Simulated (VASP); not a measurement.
# AlN in VASP: notebook, part 2 of 3

VASP 6.6.1. The steps go on from the part before.

**3. Single point, PBEsol (strained)**

The input, INCAR:

```
ALGO = Normal
EDIFF = 1E-6
ENCUT = 520
GGA = PS
ISIF = 2
ISMEAR = 0
LASPH = T
LCHARG = F
LREAL = F
LWAVE = F
NBANDS = 16
NELM = 80
PREC = Accurate
SIGMA = 0.02
```

The input, KPOINTS:

```
k-points
0
Gamma
  9 9 6
```

The input, POSCAR:

```
AlN
1.0
    3.4790132540      0.0000000000      0.0000000000
   -1.7395066270      3.0129138581      0.0000000000
    0.0000000000      0.0000000000      4.1473205196
Al N
2 2
Direct
    0.3333333300      0.6666666700      0.7500000000
    0.6666666700      0.3333333300      0.2500000000
    0.3333333300      0.6666666700      0.2500000000
    0.6666666700      0.3333333300      0.7500000000
```

Potentials or basis: VASP PAW PBE potentials, release 64 (Al, N).

Run with:

```sh
$ cat potpaw_PBE.64/Al/POTCAR potpaw_PBE.64/N/POTCAR > POTCAR
$ mpirun -np 1 vasp_std > vasp.out
```

OUTCAR:

```text
EDIFF = 1E-6
   ENCUT = 520
   GGA = PS
   ISIF = 2
   ISMEAR = 0
   LASPH = T
   LREAL = F
   NELM = 80
   PREC = Accurate

 ion  position               nearest neighbor table
   1  0.333  0.667  0.750-   4 2.01   4 2.01   4 2.01   3 2.07   3 2.07   2 2.89   2 2.89   2 2.89
                             2 2.89   2 2.89   2 2.89
   2  0.667  0.333  0.250-   3 2.01   3 2.01   3 2.01   4 2.07   4 2.07   1 2.89   1 2.89   1 2.89
                             1 2.89   1 2.89   1 2.89
   3  0.333  0.667  0.250-   2 2.01   2 2.01   2 2.01   1 2.07   1 2.07
   4  0.667  0.333  0.750-   1 2.01   1 2.01   1 2.01   2 2.07   2 2.07

  LATTYP: Found a hexagonal cell.
 ALAT       =     3.4790132540
 C/A-ratio  =     1.1920967863

  Lattice vectors:

 A1 = (   3.4790132540,   0.0000000000,   0.0000000000)
 A2 = (  -1.7395066270,   3.0129138581,   0.0000000000)
 A3 = (   0.0000000000,   0.0000000000,   4.1473205196)

Analysis of symmetry for initial positions (statically):
=====================================================================
 Subroutine PRICEL returns:
 Original cell was already a primitive cell.

 Routine SETGRP: Setting up the symmetry group for a
 hexagonal supercell.

 Subroutine GETGRP returns: Found 24 space group operations
 (whereof 12 operations were pure point group operations)
 out of a pool of 24 trial point group operations.

The static configuration has the point symmetry D_3d.
 The point group associated with its full space group is D_6h.

Analysis of symmetry for dynamics (positions and initial velocities):
=====================================================================
 Subroutine PRICEL returns:
 Original cell was already a primitive cell.

 Routine SETGRP: Setting up the symmetry group for a
 hexagonal supercell.

 Subroutine GETGRP returns: Found 24 space group operations
 (whereof 12 operations were pure point group operations)
 out of a pool of 24 trial point group operations.

The dynamic configuration has the point symmetry D_3d.
 The point group associated with its full space group is D_6h.

 Subroutine INISYM returns: Found 24 space group operations
 (whereof 12 operations are pure point group operations),
 and found     1 'primitive' translations

----------------------------------------------------------------------------------------

                                     Primitive cell

  volume of cell :      43.4721

  direct lattice vectors                    reciprocal lattice vectors
     3.479013254  0.000000000  0.000000000     0.287437824  0.165952305  0.000000000
    -1.739506627  3.012913858  0.000000000     0.000000000  0.331904610  0.000000000
     0.000000000  0.000000000  4.147320520     0.000000000  0.000000000  0.241119536

  length of vectors
     3.479013254  3.479013254  4.147320520     0.331904610  0.331904610  0.241119536

  position of ions in fractional coordinates (direct lattice)
     0.333333330  0.666666670  0.750000000
     0.666666670  0.333333330  0.250000000
     0.333333330  0.666666670  0.250000000
     0.666666670  0.333333330  0.750000000

  ion indices of the primitive-cell ions
   primitive index   ion index
[... 21 lines left out ...]
     0.036878290  0.036878290  0.040186589

  Shift w.r.t. Gamma in fractional coordinates (k-lattice)
     0.000000000  0.000000000  0.000000000

 Subroutine IBZKPT returns following result:
 ===========================================

 Found     48 irreducible k-points:

 Following reciprocal coordinates:
            Coordinates               Weight
  0.000000  0.000000  0.000000      1.000000
  0.111111 -0.000000  0.000000      6.000000
  0.222222 -0.000000  0.000000      6.000000
  0.333333 -0.000000  0.000000      6.000000
  0.444444 -0.000000  0.000000      6.000000
  0.111111  0.111111  0.000000      6.000000
[... 16 lines left out ...]
  0.333333  0.222222  0.166667     24.000000
  0.333333  0.333333  0.166667      4.000000
 [... further k-points ...]
   k-points           NKPTS =     48   k-points in BZ     NKDIM =     48   number of bands    NBANDS=     16
   number of dos      NEDOS =    301   number of ions     NIONS =      4
   total plane-waves  NPLWV =  25088
   dimension x,y,z NGX =    28 NGY =   28 NGZ =   32
   dimension x,y,z NGXF=    56 NGYF=   56 NGZF=   64
   ions per type =               2   2
   NGX,Y,Z   is equivalent  to a cutoff of  13.38, 13.38, 12.83 a.u.
   NGXF,Y,Z  is equivalent  to a cutoff of  26.76, 26.76, 25.65 a.u.
 SYSTEM =  unknown system
   PREC   = accura    normal or accurate (medium, high low for compatibility)
   ISTART =      0    job   : 0-new  1-cont  2-samecut
   ICHARG =      2    charge: 1-file 2-atom 10-const
   ISPIN  =      1    spin polarized calculation?
   LNONCOLLINEAR =      F non collinear calculations
   LSORBIT =      F    spin-orbit coupling
   LASPH  =      T    aspherical Exc in radial PAW
   ENCUT  =  520.0 eV  38.22 Ry    6.18 a.u.   6.47  6.47  7.71*2*pi/ulx,y,z
   NELM   =     80;   NELMIN=  2; NELMDL= -5     # of ELM steps
   EDIFF  = 0.1E-05   stopping-criterion for ELM
   LREAL  =      F    real-space projection
   EDIFFG = 0.1E-04   stopping-criterion for IOM
   NSW    =      0    number of steps for IOM
   IBRION =     -1    ionic relax: 0-MD 1-quasi-New 2-CG
   NFREE  =      0    steps in history (QN), initial steepest desc. (CG)
   ISIF   =      2    stress and relaxation
   ISYM   =      2    0-nonsym 1-usesym 2-fastsym
   POTIM  = 0.5000    time-step for ionic-motion
   TEBEG  =    0.0;   TEEND  =   0.0 temperature during run
   PSTRESS=    0.0 pullay stress
   NELECT =      16.0000    total number of electrons
   NUPDOWN=      -1.0000    fix difference up-down
   EMIN   =  10.00;   EMAX   =-10.00  energy-range for DOS
   EFERMI =   0.00;   METHOD = LEGACY
   ISMEAR =     0;   SIGMA  =   0.02  broadening in eV -4-tet -1-fermi 0-gaus
   EFERMI_NEDOS =   21; number of points for ismear=-14 and -15
   IALGO  =     38    algorithm
   IMIX   =      4    mixing-type and parameters
     AMIX     =   0.40;   BMIX     =  1.00
     AMIX_MAG =   1.60;   BMIX_MAG =  1.00
  volume/ion in A,a.u.               =      10.87        73.34
  Fermi-wavevector in a.u.,A,eV,Ry     =   1.173216  2.217057 18.727550  1.376436
  Thomas-Fermi vector in A             =   2.309633
   LORBIT       =      0    0 simple, 1 ext, 2 COOP (PROOUT), +10 PAW based schemes
   GGA     = PS    functional components
   LHFCALC =     F    Hartree Fock is set to
   AEXX    =    0.0000 exact exchange contribution
   IVDW    =     0    specifies the selected vdW correction
   LEPSILON=     F    determine dielectric tensor
   LRPA    =     F    only Hartree local field effects (RPA)
 non-spin polarized calculation
 Gauss-broadening in eV      SIGMA  =   0.02
  energy-cutoff  :      520.00
  volume of cell :       43.47
 maximum number of plane-waves:      1198
 NGX is ok and might be reduce to    28
   NGX = 13   NGY = 13   NGZ = 15

 number of electron      15.9999997 magnetization

 Free energy of the ion-electron system (eV)
  ---------------------------------------------------
  ext. energy  EPLUGINS =         0.00000000
  ---------------------------------------------------
  free energy    TOTEN  =       -30.61863649 eV

  energy without entropy =      -30.61863649  energy(sigma->0) =      -30.61863649

 E-fermi :   6.7236     XC(G=0): -10.9535

 val. band max:        6.6087996602   @ k =   0.0000   0.0000   0.0000
 cond. band min:       9.3631333021   @ k =   0.0000   0.0000   0.0000
 fundamental gap:      2.7543336419
 Fermi energy:         6.7235511359

 k-point     1 :       0.0000    0.0000    0.0000
  band No.  band energies     occupation
      1      -9.2439      2.00000
      2      -5.7278      2.00000
      3       0.5824      2.00000
      4       3.6708      2.00000
      5       3.6708      2.00000
      6       5.5392      2.00000
[... 433 lines left out ...]
      3       0.8005      2.00000
      4       1.5930      2.00000
      5       1.5930      2.00000
      6       4.4483      2.00000
[... 8 lines left out ...]
     15      17.7565      0.00000
     16      19.2025      0.00000

 [... further k-points ...]
[... 5 lines left out ...]
  --------------------------------------------------------------------------------------
  -------------------------------------------------------------------------------------
  Total       -5.8278857     -5.8278857     -3.6658521      0.0000000      0.0000000      0.0000000
  in kB     -214.7885915   -214.7885915   -135.1061504      0.0000000      0.0000000      0.0000000
  external PRESSURE =    -188.2277778 kB  Pullay stress =       0.0000000 kB

 VOLUME and BASIS-vectors are now :
 -----------------------------------------------------------------------------
  energy-cutoff  :      520.00
  volume of cell :       43.47
      direct lattice vectors                 reciprocal lattice vectors
     3.479013254  0.000000000  0.000000000     0.287437824  0.165952305  0.000000000
    -1.739506627  3.012913858  0.000000000     0.000000000  0.331904610  0.000000000
     0.000000000  0.000000000  4.147320520     0.000000000  0.000000000  0.241119536

 POSITION                                       TOTAL-FORCE (eV/Angst)
 -----------------------------------------------------------------------------------
     -0.00000      2.00861      3.11049        -0.000000     -0.000000      0.000000
      1.73951      1.00430      1.03683        -0.000000      0.000000      0.000000
     -0.00000      2.00861      1.03683         0.000000     -0.000000      0.000000
      1.73951      1.00430      3.11049        -0.000000      0.000000      0.000000
 -----------------------------------------------------------------------------------
    total drift:                               -0.000001      0.000001      0.000000

  FREE ENERGIE OF THE ION-ELECTRON SYSTEM (eV)
  ---------------------------------------------------
  free  energy   TOTEN  =       -30.6186364875 eV

  energy  without entropy=      -30.6186364875  energy(sigma->0) =      -30.61863649
```

stdout:

```text
POSCAR found type information on POSCAR AlN
 POSCAR found :  2 types and       4 ions
 scaLAPACK will be used
 -----------------------------------------------------------------------------
|                                                                             |
|                                                                             |
|     You enforced a specific xc type in the INCAR file but a different       |
|     I HOPE YOU KNOW WHAT YOU ARE DOING!                                     |
|                                                                             |
 -----------------------------------------------------------------------------

 LDA part: xc-table for (Slater+PW92), standard interpolation
 POSCAR, INCAR and KPOINTS ok, starting setup
 FFT: planning ... GRIDC
 FFT: planning ... GRID_SOFT
 FFT: planning ... GRID
 WAVECAR not read
 entering main loop
```

It took 67 s on 1 thread of AMD EPYC 7R13, shared host; peak memory 0.14 GiB.

Results:

| Item | Value |
| --- | --- |
| Free energy | -30.6186 eV |
| Pressure | -18.8 GPa |
| Band gap on the k mesh | 2.75 eV, direct |

Stress tensor (GPa, compression positive):
```
-21.48   0.00   0.00
  0.00 -21.48   0.00
  0.00   0.00 -13.51
```

Levels at points of the mesh, in eV from the valence-band top:
| k point | band 5 | band 6 | band 7 | band 8 | band 9 | band 10 | band 11 | band 12 |
| --- | --- | --- | --- | --- | --- | --- | --- | --- |
| (0.00, 0.00, 0.00) | -2.94 | -1.07 | -1.07 | 0.00 | 2.75 | 3.73 | 7.67 | 7.67 |
| (0.00, 0.00, 0.50) | -2.04 | -2.04 | -2.04 | -2.04 | 5.29 | 5.29 | 7.81 | 7.81 |

Caveat: the cell differs from its parent crystal (strained); the PAW data sets were made with another functional, which shifts forces and pressure a little.

[end of part 2 of 3]
